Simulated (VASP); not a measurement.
C:

```
C
1.0
     0.00000    1.85281    1.64233
     1.85281    0.00000    1.64233
     1.85281    1.85281    0.00000
C
2
Direct
  0.50000 0.50000 0.50000
  0.75000 0.75000 0.75000
```

This cell differs from its parent crystal: volume 5.638 Å^3 an atom, c/a of the conventional cell 0.8864.

Base run:

| Property | Result |
| --- | --- |
| Program | VASP 6.6.1 |
| Functional | LDA |
| Potentials or basis | VASP PAW LDA potentials, release 64 (C_h) |
| Cutoff | 910 eV |
| k mesh | 12 × 12 × 12 |
| Occupations | gaussian, width 0.05 eV |
| Spin | no spin polarisation |

Its results: band gap on the k mesh 1.22 eV, indirect (least direct gap 3.66 eV); pressure -9.7 GPa.

Question: The run is repeated on the same cell with these changes: potentials or basis from VASP PAW LDA potentials, release 64 (C_h) to VASP PAW LDA potentials, release 64 (C); cutoff from 910 eV to 520 eV. What comes out?

Answer: Band gap on the k mesh 1.22 eV, indirect (least direct gap 3.66 eV); pressure -8.9 GPa.

Caveats: the cutoff is under 1.25 times the usual one of these potentials, so pressure, stress and relaxed cells hold a basis-set (Pulay) error (some runs).

A k mesh can miss the band edges.
